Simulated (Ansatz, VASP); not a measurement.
HfZr3Te8: VASP beside Ansatz

```
Zr Hf Te
1.0
     3.97172    0.00000    0.00000
    -1.98586    3.43961    0.00000
     0.00000    0.00000   28.34628
Zr Hf Te
3 1 8
Cartesian
  0.0000 0.0000 21.2956
  0.0000 0.0000 0.0000
  0.0000 0.0000 7.0507
  0.0000 0.0000 14.1731
  0.0000 2.2931 23.0966
  0.0000 2.2931 1.8017
  0.0000 2.2931 8.8535
  0.0000 2.2931 15.9475
  1.9859 1.1465 26.5446
  1.9859 1.1465 5.2496
  1.9859 1.1465 12.3988
  1.9859 1.1465 19.4928
```

Alike in both runs: task single point; functional PBE; k mesh 6 × 6 × 1; occupations gaussian, width 0.2 eV; no spin polarisation.

|  | VASP | Ansatz |
| --- | --- | --- |
| version | VASP 6.6.1 | Ansatz 0.2.0 |
| potentials or method | VASP PAW PBE potentials, release 64 (Zr_sv, Hf_pv, Te), cutoff 520 eV | scalar-relativistic, plane waves, PAW |
| valence electrons in the cell | 94 | 190 |

VASP gave:

```
gap on the k mesh at the Fermi level (eV)                     : none
pressure (GPa)                                                : 0.0
traceless stress, the component that is largest in VASP (GPa) : 0.06
rms of the force components (eV/Å)                            : 0.003
```

Question: Which values does Ansatz return?

Answer: gap on the k mesh at the Fermi level (eV): none; pressure (GPa): 0.0; traceless stress, the component that is largest in VASP (GPa): 0.04; rms of the force components (eV/Å): 0.005.

Atom by atom the forces differ by 0.008 eV/Å (rms over components). A gap of «none» marks a metal or a gap that the smearing closes. With one functional, cell and mesh, what is left measures potentials, basis and numerics. VASP's potentials hold 94 valence electrons a cell and Ansatz's 190, so a difference there can come from the potentials and not from the codes.

Spin-orbit coupling is off throughout.
